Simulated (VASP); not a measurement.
# MgF2 (rutile type) (P4_2/mnm) in VASP: a series of runs

Runs on MgF2 (rutile type). Level: PBE. Tasks: single point, relaxation of cell and atoms.

Program: VASP 6.6.1. These are calculated values, not measurements. Logs are shortened: lines on timing, memory, paths and dates and some standing lists are left out, and cuts for length are marked.

## Step 1: The cell of the first run

The structure is tetragonal, space group P4_2/mnm (No. 136). The conventional cell has a = 4.697 Å, b = 4.697 Å, c = 3.093 Å, α = 90.00°, β = 90.00°, γ = 90.00°. Within 2.7 Å of Mg (site symmetry mmm) lie 6 F at 2.02 Å. Within 2.7 Å of F (site symmetry m2m) lie 3 Mg at 2.02 Å and 1 F at 2.61 Å.

## Step 2: Single point, PBE

INCAR

```
SYSTEM = MgF2
ALGO = Normal ; EDIFF = 1E-6
ENCUT = 600 ; GGA = PE
GGA_COMPAT = .False. ; ISIF = 2
ISMEAR = -1 ; LASPH = .True.
LCHARG = .False. ; LREAL = .False.
LWAVE = .False. ; NBANDS = 25
NELM = 120 ; PREC = Accurate
SIGMA = 0.1
```

KPOINTS

```
k-points
0
Gamma
  7 7 11
  0 0 0
```

POSCAR

```
MgF2
1.0
    4.6973735627      0.0000000000      0.0000000000
    0.0000000000      4.6973735627      0.0000000000
    0.0000000000      0.0000000000      3.0932458858
Mg F
2 4
Direct
    0.0000000000      0.0000000000      0.0000000000
    0.5000000000      0.5000000000      0.5000000000
    0.3035707356      0.3035707356      0.0000000000
    0.6964292644      0.6964292644      0.0000000000
    0.8035707356      0.1964292644      0.5000000000
    0.1964292644      0.8035707356      0.5000000000
```

Potentials or basis: VASP PAW PBE potentials, release 64 (Mg, F).

Started as:

```sh
cat potpaw_PBE.64/Mg/POTCAR potpaw_PBE.64/F/POTCAR > POTCAR
mpirun -np 1 vasp_std > vasp.out
```

OUTCAR:

```text
SYSTEM = MgF2
   EDIFF = 1E-6
   ENCUT = 600
   GGA = PE
   ISIF = 2
   ISMEAR = -1
   LASPH = .True.
   LREAL = .False.
   NELM = 120
   PREC = Accurate

 ion  position               nearest neighbor table
   1  0.000  0.000  0.000-   3 2.02   4 2.02   5 2.02   6 2.02   5 2.02   6 2.02
   2  0.500  0.500  0.500-   5 2.02   6 2.02   3 2.02   4 2.02   3 2.02   4 2.02
   3  0.304  0.304  0.000-   1 2.02   2 2.02   2 2.02
   4  0.696  0.696  0.000-   1 2.02   2 2.02   2 2.02
   5  0.804  0.196  0.500-   2 2.02   1 2.02   1 2.02
   6  0.196  0.804  0.500-   2 2.02   1 2.02   1 2.02

  LATTYP: Found a simple tetragonal cell.
 ALAT       =     4.6973735627
 C/A-ratio  =     0.6585054062

  Lattice vectors:

 A1 = (   4.6973735627,   0.0000000000,   0.0000000000)
 A2 = (   0.0000000000,   4.6973735627,   0.0000000000)
 A3 = (   0.0000000000,   0.0000000000,   3.0932458858)

Analysis of symmetry for initial positions (statically):
=====================================================================
 Subroutine PRICEL returns:
 Original cell was already a primitive cell.

 Routine SETGRP: Setting up the symmetry group for a
 simple tetragonal supercell.

 Subroutine GETGRP returns: Found 16 space group operations
 (whereof  8 operations were pure point group operations)
 out of a pool of 16 trial point group operations.

The static configuration has the point symmetry D_2h.
 The point group associated with its full space group is D_4h.

Analysis of symmetry for dynamics (positions and initial velocities):
=====================================================================
 Subroutine PRICEL returns:
 Original cell was already a primitive cell.

 Routine SETGRP: Setting up the symmetry group for a
 simple tetragonal supercell.

 Subroutine GETGRP returns: Found 16 space group operations
 (whereof  8 operations were pure point group operations)
 out of a pool of 16 trial point group operations.

The dynamic configuration has the point symmetry D_2h.
 The point group associated with its full space group is D_4h.

 Subroutine INISYM returns: Found 16 space group operations
 (whereof  8 operations are pure point group operations),
 and found     1 'primitive' translations

----------------------------------------------------------------------------------------

                                     Primitive cell

  volume of cell :      68.2535

  direct lattice vectors                    reciprocal lattice vectors
[... 93 lines left out ...]
   ENCUT  =  600.0 eV  44.10 Ry    6.64 a.u.   9.38  9.38  6.18*2*pi/ulx,y,z
   NELM   =    120;   NELMIN=  2; NELMDL= -5     # of ELM steps
   EDIFF  = 0.1E-05   stopping-criterion for ELM
   LREAL  =      F    real-space projection
   EDIFFG = 0.1E-04   stopping-criterion for IOM
   NSW    =      0    number of steps for IOM
   IBRION =     -1    ionic relax: 0-MD 1-quasi-New 2-CG
   NFREE  =      0    steps in history (QN), initial steepest desc. (CG)
   ISIF   =      2    stress and relaxation
   ISYM   =      2    0-nonsym 1-usesym 2-fastsym
   POTIM  = 0.5000    time-step for ionic-motion
   TEBEG  =    0.0;   TEEND  =   0.0 temperature during run
   PSTRESS=    0.0 pullay stress
   NELECT =      32.0000    total number of electrons
   NUPDOWN=      -1.0000    fix difference up-down
   EMIN   =  10.00;   EMAX   =-10.00  energy-range for DOS
   EFERMI =   0.00;   METHOD = LEGACY
   ISMEAR =    -1;   SIGMA  =   0.10  broadening in eV -4-tet -1-fermi 0-gaus
   EFERMI_NEDOS =   21; number of points for ismear=-14 and -15
   IALGO  =     38    algorithm
   IMIX   =      4    mixing-type and parameters
     AMIX     =   0.40;   BMIX     =  1.00
     AMIX_MAG =   1.60;   BMIX_MAG =  1.00
  volume/ion in A,a.u.               =      11.38        76.77
  Fermi-wavevector in a.u.,A,eV,Ry     =   1.271794  2.403341 22.006863  1.617459
  Thomas-Fermi vector in A             =   2.404707
   LORBIT       =      0    0 simple, 1 ext, 2 COOP (PROOUT), +10 PAW based schemes
   GGA     = PE    functional components
   LHFCALC =     F    Hartree Fock is set to
   AEXX    =    0.0000 exact exchange contribution
   IVDW    =     0    specifies the selected vdW correction
   LEPSILON=     F    determine dielectric tensor
   LRPA    =     F    only Hartree local field effects (RPA)
 non-spin polarized calculation
  energy-cutoff  :      600.00
  volume of cell :       68.25
 maximum number of plane-waves:      2304
 NGX is ok and might be reduce to    40
   NGX = 19   NGY = 19   NGZ = 13

 number of electron      31.9999995 magnetization

 Free energy of the ion-electron system (eV)
  ---------------------------------------------------
  ext. energy  EPLUGINS =         0.00000000
  ---------------------------------------------------
  free energy    TOTEN  =       -31.55291046 eV

  energy without entropy =      -31.55291046  energy(sigma->0) =      -31.55291046

 E-fermi :   0.6629     XC(G=0):  -9.5170

 val. band max:       -1.4790979638   @ k =   0.0000   0.0000   0.0000
 cond. band min:       5.3169225241   @ k =   0.0000   0.0000   0.0000
 fundamental gap:      6.7960204879
 Fermi energy:         0.6628537215

 k-point     1 :       0.0000    0.0000    0.0000
  band No.  band energies     occupation
      1     -22.0659      2.00000
      2     -21.3428      2.00000
      3     -21.3428      2.00000
      4     -21.2634      2.00000
      5      -5.3881      2.00000
      6      -3.7983      2.00000
[... 661 lines left out ...]
     24      15.0916      0.00000
     25      15.6775      0.00000

 [... further k-points ...]
[... 5 lines left out ...]
  --------------------------------------------------------------------------------------
  -------------------------------------------------------------------------------------
  Total       -0.4004726     -0.4004726     -0.4573767      0.0000000      0.0000000      0.0000000
  in kB       -9.4006677     -9.4006677    -10.7364317      0.0000000      0.0000000      0.0000000
  external PRESSURE =      -9.8459223 kB  Pullay stress =       0.0000000 kB

 VOLUME and BASIS-vectors are now :
 -----------------------------------------------------------------------------
  energy-cutoff  :      600.00
  volume of cell :       68.25
      direct lattice vectors                 reciprocal lattice vectors
     4.697373563  0.000000000  0.000000000     0.212884921  0.000000000  0.000000000
     0.000000000  4.697373563  0.000000000     0.000000000  0.212884921  0.000000000
     0.000000000  0.000000000  3.093245886     0.000000000  0.000000000  0.323285001

 POSITION                                       TOTAL-FORCE (eV/Angst)
 -----------------------------------------------------------------------------------
      0.00000      0.00000      0.00000         0.000000      0.000000      0.000000
      2.34869      2.34869      1.54662         0.000000      0.000000      0.000000
      1.42599      1.42599      0.00000         0.001560      0.001560      0.000000
      3.27139      3.27139      0.00000        -0.001560     -0.001560      0.000000
      3.77467      0.92270      1.54662         0.001560     -0.001560      0.000000
      0.92270      3.77467      1.54662        -0.001560      0.001560      0.000000
 -----------------------------------------------------------------------------------
    total drift:                                0.000000      0.000000     -0.000000

  FREE ENERGIE OF THE ION-ELECTRON SYSTEM (eV)
  ---------------------------------------------------
  free  energy   TOTEN  =       -31.5529104618 eV

  energy  without entropy=      -31.5529104616  energy(sigma->0) =      -31.55291046
```

Wall time 2.4 min (1 thread of Oxide Virtual Turin-like, shared host); peak memory 0.22 GiB.

What came out:

- Free energy: -31.5529 eV
- Pressure: -1.0 GPa
- Band gap on the k mesh: 6.80 eV

Forces on the atoms (eV/Å):
```
Mg   0.000  0.000  0.000
Mg   0.000  0.000  0.000
F    0.002  0.002  0.000
F   -0.002 -0.002  0.000
F    0.002 -0.002  0.000
F   -0.002  0.002  0.000
```

## Step 3: Relaxation of cell and atoms, PBE

INCAR

```
SYSTEM = MgF2
  ALGO = Normal
  EDIFF = 1E-7
  EDIFFG = -0.005
  ENCUT = 600
  GGA = PE
  GGA_COMPAT = .FALSE.
  IBRION = 2
  ISIF = 3
  ISMEAR = -1
  LASPH = .TRUE.
  LCHARG = .FALSE.
  LREAL = .FALSE.
  LWAVE = .FALSE.
  NELM = 120
  NELMIN = 4
  NSW = 60
  PREC = Accurate
  SIGMA = 0.1
```

KPOINTS

```
k-points
0
G
  7 7 11
  0 0 0
```

POSCAR

```
MgF2
1.0
    4.6931053341      0.0000000000      0.0000000000
    0.0000000000      4.6931053341      0.0000000000
    0.0000000000      0.0000000000      3.0974495205
Mg F
2 4
Direct
    0.0000000000      0.0000000000      0.0000000000
    0.5000000000      0.5000000000      0.5000000000
    0.3050000000      0.3050000000      0.0000000000
    0.6950000000      0.6950000000      0.0000000000
    0.8050000000      0.1950000000      0.5000000000
    0.1950000000      0.8050000000      0.5000000000
```

Potentials or basis: VASP PAW PBE potentials, release 64 (Mg, F).

Started as:

```sh
cat potpaw_PBE.64/Mg/POTCAR potpaw_PBE.64/F/POTCAR > POTCAR
mpirun -np 1 vasp_std > vasp.out
```

It took 7.3 min on 1 thread of Oxide Virtual Turin-like, shared host; peak memory 0.22 GiB.

It converged, with:

```
Free energy                           : -31.5550 eV
Relaxed volume                        : 11.25 Å³/atom
Relaxed cell                          : a = 4.680 Å, b = 4.680 Å, c = 3.084 Å, α = 90.00°, β = 90.00°, γ = 90.00°
Space group after relaxing (to 0.1 Å) : P4_2/mnm (No. 136)
Energy gained by relaxing             : 0.6 meV/atom
Ionic steps                           : 5
Pressure after relaxing               : 0.0 GPa
Band gap on the k mesh                : 6.87 eV
```

Stress tensor (GPa, compression positive):
```
 0.02  0.00  0.00
 0.00  0.02  0.00
 0.00  0.00 -0.05
```

Step by step:
```
step  energy change (eV)  largest force (eV/Å)  pressure (GPa)  volume (Å³)
   1              0.0000                0.0923           -0.81        68.22
   2             -0.0030                0.0624           -0.09        67.66
   3             -0.0034                0.0482            0.24        67.41
   4             -0.0038                0.0122            0.06        67.50
   5             -0.0039                0.0006            0.00        67.53
```

Final structure:
```
Mg F
1.0
     4.67956    0.00000    0.00000
     0.00000    4.67956    0.00000
     0.00000    0.00000    3.08368
Mg F
2 4
Cartesian
  0.0000 0.0000 0.0000
  2.3398 2.3398 1.5418
  1.4196 1.4196 0.0000
  3.2600 3.2600 0.0000
  3.7594 0.9202 1.5418
  0.9202 3.7594 1.5418
```

Levels at points of the mesh, in eV from the valence-band top:
```csv
k point,band 13,band 14,band 15,band 16,band 17,band 18,band 19,band 20
"(0.00, 0.00, 0.00)",-0.72,-0.32,-0.32,0.00,6.87,12.03,12.03,13.50
```
